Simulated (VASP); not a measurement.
Write the native input for VASP 6.6.1 that does the following.

* Task: single point
* Functional: PBE
* Potentials or basis: VASP PAW PBE potentials, release 64 (C)
* Cutoff: 520 eV
* k mesh: 4 × 4 × 2
* Occupations: gaussian, width 0.1 eV
* Spin: no spin polarisation
* Dipole correction: no
* Further INCAR settings: ALGO = Normal; EDIFF = 1e-06; NBANDS = 16

The structure of C lies in POSCAR:

```
C
1.0
    1.2159619696     -2.1479622876      0.0091232276
    1.2232502972      2.1521701653     -0.0413730204
   -0.0941886657     -0.0851463517      7.1476530721
C
4
Direct
    0.1034933285      0.9456230676      0.7488005552
    0.5908149738      0.4138432831      0.2394105085
    0.9242568809      0.0859987362      0.2421136921
    0.4285181549      0.5893271320      0.7486182121
```

These files were run (other wordings do the same):

INCAR

```
SYSTEM = C
PREC = Accurate
ENCUT = 520
EDIFF = 1E-6
ISMEAR = 0
SIGMA = 0.1
LREAL = .FALSE.
LASPH = .TRUE.
NELM = 100
ALGO = Normal
ISIF = 2
LWAVE = .FALSE.
LCHARG = .FALSE.
GGA = PE
NBANDS = 16
```

KPOINTS

```
regular mesh
0
G
  4 4 2
  0 0 0
```

Potentials or basis: VASP PAW PBE potentials, release 64 (C).

Launch:

```console
$ cat potpaw_PBE.64/C/POTCAR > POTCAR
$ mpirun -np 1 vasp_std > vasp.out
```

It gave:

The pressure is 2.9 GPa, the largest force is 3.173 eV/Å and the band gap on the k mesh is 3.02 eV.

Caveat: the k points lie up to 0.74 Å⁻¹ apart; forces of over 1 eV/Å act on the atoms, so gaps and moduli don't describe the material at rest.

It took 16 s on 1 thread of Intel(R) Xeon(R) Platinum 8259CL CPU @ 2.50GHz (Skylake/Cascade Lake) (shared host), peak memory 0.13 GiB.
